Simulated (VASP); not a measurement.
The system is MgSn4N.

```
Mg Sn N
1.0
     5.43332    0.00000    0.00000
    -2.71666    4.70540    0.00000
     0.00000    0.00000    6.26776
Mg Sn N
1 4 1
Direct
  0.00000 0.00000 0.50000
  0.33333 0.66667 0.50000
  0.66667 0.33333 0.50000
  0.33333 0.66667 0.00000
  0.66667 0.33333 0.00000
  0.00000 0.00000 0.00000
```

```yaml
Program: VASP 6.6.1
Task: relaxation of cell and atoms
Functional: PBE
Potentials_or_basis: VASP PAW PBE potentials, release 64 (Mg, Sn_d, N)
Cutoff: 600 eV
k_mesh: 6 × 6 × 4
Occupations: gaussian, width 0.1 eV
Spin: no spin polarisation
```

At the start: pressure -5.2 GPa; volume 26.71 Å³/atom.

Task: Where does the relaxation end?

Result: Over 7 steps the energy falls by 73.0 meV/atom and the volume is 23.38 Å³/atom (-12.5 %); space group P6/mmm (No. 191, to 0.05 Å).

Step by step:
| step | energy change (eV) | largest force (eV/Å) | pressure (GPa) | volume (Å³) |
| --- | --- | --- | --- | --- |
| 1 | 0.0000 | 0.0000 | -5.24 | 160.24 |
| 2 | -0.4150 | 0.0000 | -0.22 | 140.80 |
| 3 | -0.4176 | 0.0000 | 0.32 | 139.43 |
| 4 | -0.4374 | 0.0000 | 0.28 | 139.46 |
| 5 | -0.4374 | 0.0000 | 0.27 | 139.46 |
| 6 | -0.4374 | 0.0000 | 0.27 | 139.46 |
| 7 | -0.4379 | 0.0000 | -0.05 | 140.27 |

Final structure:
```yaml
crystal:
  lattice:
    - [5.27723, 0.00000, 0.00000]
    - [-2.63861, 4.57021, 0.00000]
    - [0.00000, 0.00000, 5.81577]
  atoms:
    - { symbol: Mg, position: [0.00000, 0.00000, 0.50000] }
    - { symbol: Sn, position: [0.33333, 0.66667, 0.50000] }
    - { symbol: Sn, position: [0.66667, 0.33333, 0.50000] }
    - { symbol: Sn, position: [0.33333, 0.66667, 0.00000] }
    - { symbol: Sn, position: [0.66667, 0.33333, 0.00000] }
    - { symbol: N, position: [0.00000, 0.00000, 0.00000] }
```
